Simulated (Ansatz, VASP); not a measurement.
# Ga3Sb2As: VASP beside Ansatz

INCAR

```
SYSTEM = Ga3Sb2As
ALGO = Normal
EDIFF = 1E-6
ENCUT = 520
GGA = PE
ISIF = 2
ISMEAR = 0
LASPH = .TRUE.
LCHARG = .FALSE.
LREAL = .FALSE.
LWAVE = .FALSE.
NBANDS = 66
NELM = 80
PREC = Accurate
SIGMA = 0.1
```

The input KPOINTS:

```
k-points
0
G
  6 6 1
  0 0 0
```

Contents of POSCAR:

```
Ga3Sb2As
1.0
    4.0251217500      0.0000000000      0.0000000000
   -2.0125608700      3.4858576900      0.0000000000
    0.0000000000      0.0000000000     19.9143293800
Ga Sb As
6 4 2
Direct
    0.3333333300      0.6666666700      0.3333280300
    0.3333333300      0.6666666700      0.6666613600
    0.3333333300      0.6666666700      0.9999947000
    0.6666666700      0.3333333300      0.1666613600
    0.6666666700      0.3333333300      0.4999947000
    0.6666666700      0.3333333300      0.8333280300
    0.3333333300      0.6666666700      0.1246719700
    0.3333333300      0.6666666700      0.7913386300
    0.6666666700      0.3333333300      0.2913386300
    0.6666666700      0.3333333300      0.6246719700
    0.3333333300      0.6666666700      0.4580053000
    0.6666666700      0.3333333300      0.9580053000
```

Input for Ansatz:

```yaml
crystal:
  lattice:
    - [4.02512175, 0.0, 0.0]
    - [-2.01256087, 3.48585769, 0.0]
    - [0.0, 0.0, 19.91432938]
  atoms:
    - { symbol: Ga, position: [0.33333333, 0.66666667, 0.33332803] }
    - { symbol: Ga, position: [0.33333333, 0.66666667, 0.66666136] }
    - { symbol: Ga, position: [0.33333333, 0.66666667, 0.9999947] }
    - { symbol: Ga, position: [0.66666667, 0.33333333, 0.16666136] }
    - { symbol: Ga, position: [0.66666667, 0.33333333, 0.4999947] }
    - { symbol: Ga, position: [0.66666667, 0.33333333, 0.83332803] }
    - { symbol: Sb, position: [0.33333333, 0.66666667, 0.12467197] }
    - { symbol: Sb, position: [0.33333333, 0.66666667, 0.79133863] }
    - { symbol: Sb, position: [0.66666667, 0.33333333, 0.29133863] }
    - { symbol: Sb, position: [0.66666667, 0.33333333, 0.62467197] }
    - { symbol: As, position: [0.33333333, 0.66666667, 0.4580053] }
    - { symbol: As, position: [0.66666667, 0.33333333, 0.9580053] }
basis:
  ecutwfc: 420
kpoints:
  mp_grid: { grid: [6, 6, 1] }
hamiltonian:
  xc: pbe
scf:
  occupations: { method: gaussian, width: 0.1 }
  lower_state_search: "off"
output:
  forces: true
  stress: true
  eigenvalues: true
```

Alike in both runs: task single point; functional PBE; k mesh 6 × 6 × 1; occupations gaussian, width 0.1 eV; no spin polarisation.

|  | VASP | Ansatz |
| --- | --- | --- |
| version | VASP 6.6.1 | Ansatz 0.2.0 |
| potentials or method | VASP PAW PBE potentials, release 64 (Ga_d, Sb, As), cutoff 520 eV | scalar-relativistic, plane waves, PAW |
| valence electrons in the cell | 108 | 168 |

|  | VASP | Ansatz | Ansatz less VASP |
| --- | --- | --- | --- |
| gap on the k mesh at the Fermi level (eV) | 0.23 | 0.23 | +0.007 |
| least direct gap on the mesh (eV) | 0.23 | 0.23 | +0.007 |
| pressure (GPa) | 14.2 | 14.0 | -0.17 |
| traceless stress, the component that is largest in VASP (GPa) | -0.21 | -0.21 | -0.008 |
| rms of the force components (eV/Å) | 0.474 | 0.473 | -0.0010 |

Atom by atom the forces differ by 0.002 eV/Å (rms over components). With one functional, cell and mesh, what is left measures potentials, basis and numerics. VASP's potentials hold 108 valence electrons a cell and Ansatz's 168, so a difference there can come from the potentials and not from the codes.

Neither program's run includes spin-orbit coupling.
